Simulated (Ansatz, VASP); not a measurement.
# SnSe in VASP and in Ansatz

File INCAR:

```
PREC = Accurate ; ENCUT = 520
EDIFF = 1E-6 ; ISMEAR = -1
SIGMA = 0.05 ; LREAL = F
LASPH = T ; NELM = 80
ALGO = Normal ; ISIF = 2
LWAVE = F ; LCHARG = F
GGA = PE ; NBANDS = 17
```

The input KPOINTS:

```
regular mesh
0
Gamma
  12 12 12
```

The input POSCAR:

```
SnSe
1.0
    0.0000000000      3.3203314452      3.3203314452
    3.3203314452      0.0000000000      3.3203314452
    3.3203314452      3.3203314452      0.0000000000
Sn Se
1 1
Direct
    0.0000000000      0.0000000000      0.0000000000
    0.2500000000      0.2500000000      0.2500000000
```

Input for Ansatz:

```yaml
crystal:
  lattice:
    - [0.0, 3.3203314452, 3.3203314452]
    - [3.3203314452, 0.0, 3.3203314452]
    - [3.3203314452, 3.3203314452, 0.0]
  atoms:
    - { symbol: Sn, position: [0.0, 0.0, 0.0] }
    - { symbol: Se, position: [0.25, 0.25, 0.25] }
kpoints:
  mp_grid: { grid: [12, 12, 12] }
scf:
  occupations: { method: fermi_dirac, width: 0.05 }
hamiltonian:
  xc: pbe
  pseudopotentials: { kind: all_electron, lapw: { basis_error: 0.001 } }
output:
  forces: true
  stress: true
  eigenvalues: true
```

Change from the starting cell: volume scaled by 0.9405.

Alike in both runs: task single point; functional PBE; k mesh 12 × 12 × 12; occupations fermi-dirac, width 0.05 eV; no spin polarisation.

|  | VASP | Ansatz |
| --- | --- | --- |
| version | VASP 6.6.1 | Ansatz 0.2.0 |
| potentials or method | VASP PAW PBE potentials, release 64 (Sn_d, Se), cutoff 520 eV | all-electron LAPW, scalar-relativistic |

```csv
,VASP,Ansatz,Ansatz less VASP
pressure (GPa),2.1,2.1,-0.01
```

Ansatz ran all-electron here, and VASP with PAW potentials.
